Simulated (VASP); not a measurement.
Wanted: the native input for a VASP 6.6.1 run.

```
Task                   : single point
Functional             : PBEsol
Potentials or basis    : VASP PAW PBE potentials, release 64 (Si, C)
Cutoff                 : 520 eV
k mesh                 : 12 × 12 × 12
Occupations            : gaussian, width 0.01 eV
Spin                   : no spin polarisation
Dipole correction      : no
Further INCAR settings : ALGO = Normal; EDIFF = 1e-06; NBANDS = 11
```

The structure of SiC lies in POSCAR:

```
SiC
1.0
    0.0000000000      2.1784070452      2.1784070452
    2.1784070452      0.0000000000      2.1784070452
    2.1784070452      2.1784070452      0.0000000000
Si C
1 1
Direct
    0.0000000000      0.0000000000      0.0000000000
    0.7500000000      0.7500000000      0.7500000000
```

The input as run:

INCAR

```
SYSTEM = SiC
PREC = Accurate ; ENCUT = 520
EDIFF = 1E-6 ; ISMEAR = 0
SIGMA = 0.01 ; LREAL = .FALSE.
LASPH = .TRUE. ; NELM = 100
ALGO = Normal ; ISIF = 2
LWAVE = .FALSE. ; LCHARG = .TRUE.
GGA = PS ; LELF = .TRUE.
LVHAR = .TRUE. ; NBANDS = 11
```

KPOINTS

```
Automatic mesh
0
G
  12 12 12
  0 0 0
```

Potentials or basis: VASP PAW PBE potentials, release 64 (Si, C).

The run is started by

```console
$ cat potpaw_PBE.64/Si/POTCAR potpaw_PBE.64/C/POTCAR > POTCAR
$ mpirun -np 1 vasp_std > vasp.out
```

Results of the run:

```
Pressure               : 0.4 GPa
Band gap on the k mesh : 1.23 eV, indirect (least direct gap 4.44 eV)
```

Caveat: the PAW data sets were made with another functional, which shifts forces and pressure a little.

Run time: 10 s on 1 thread of Intel(R) Xeon(R) Platinum 8259CL CPU @ 2.50GHz (Skylake/Cascade Lake) (shared host), peak memory 0.14 GiB.
